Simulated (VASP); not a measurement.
Write the native input for VASP 6.6.1 that does the following.

```yaml
Task: single point
Functional: LDA
Potentials_or_basis: VASP PAW LDA potentials, release 64 (Te)
Cutoff: 520 eV
k_mesh: 9 × 9 × 9
Occupations: fermi-dirac, width 0.05 eV
Spin: no spin polarisation
Dipole_correction: no
Further_INCAR_settings: ALGO = Normal; EDIFF = 1e-06; NBANDS = 9
```

The structure of Te lies in POSCAR:

```
Te
1.0
    2.3362486691      1.3488337980      1.7132056465
   -2.3362486691      1.3488337980      1.7132056465
    0.0000000000     -2.6976675961      1.7132056465
Te
1
Direct
    0.5000000000      0.5000000000      0.5000000000
```

This cell differs from its parent crystal: volume scaled by 1.04.

The input as run:

INCAR

```
PREC = Accurate
ENCUT = 520
EDIFF = 1E-6
ISMEAR = -1
SIGMA = 0.05
LREAL = F
LASPH = T
NELM = 100
ALGO = Normal
ISIF = 2
LWAVE = F
LCHARG = T
GGA = CA
LELF = T
LVHAR = T
NBANDS = 9
```

KPOINTS

```
Automatic mesh
0
Gamma
  9 9 9
```

Potentials or basis: VASP PAW LDA potentials, release 64 (Te).

Command:

```bash
$ cat potpaw_LDA.64/Te/POTCAR > POTCAR
$ mpirun -np 1 vasp_std > vasp.out
```

Results of the run:

| Item | Value |
| --- | --- |
| Pressure | -3.0 GPa |
| Band gap on the k mesh | zero (band 3 reaches 8.67 eV, above the bottom of band 4 at 4.05 eV) |

Caveat: spin-orbit coupling is left out, which moves the levels of the heavy elements.

It took 5.4 s on 1 thread of Intel(R) Xeon(R) Platinum 8488C (Sapphire Rapids) (shared host), peak memory 0.14 GiB.
